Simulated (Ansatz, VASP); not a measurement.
**CrO2 in VASP and in Ansatz**

```
Cr O
1.0
     2.60903    0.00000    0.00000
    -1.30451    2.25948    0.00000
     0.00000    0.00000    5.30607
Cr O
1 2
Direct
  0.00000 0.00000 0.00000
  0.33333 0.66667 0.21795
  0.33333 0.66667 0.78205
```

Alike in both runs: task relaxation of cell and atoms; functional PBE; dispersion D3(BJ); k mesh 18 × 18 × 8; occupations gaussian, width 0.01 eV; no spin polarisation.

|  | VASP | Ansatz |
| --- | --- | --- |
| version | VASP 6.6.1 | Ansatz 0.2.0 |
| potentials or method | VASP PAW PBE potentials, release 64 (Cr_pv, O), cutoff 600 eV | scalar-relativistic, plane waves, PAW |
| valence electrons in the cell | 24 | 26 |

|  | VASP | Ansatz | Ansatz less VASP |
| --- | --- | --- | --- |
| gap on the k mesh at the Fermi level, each at its own relaxed structure (eV) | 0.19 | 0.21 | +0.023 |
| relaxed volume (Å³/atom) | 10.27 | 10.34 | +0.077 |
| relaxed cell length with the largest relative difference (Å) | 5.215 | 5.263 | +0.0484 |

VASP's potentials hold 24 valence electrons a cell and Ansatz's 26, so a difference there can come from the potentials and not from the codes.
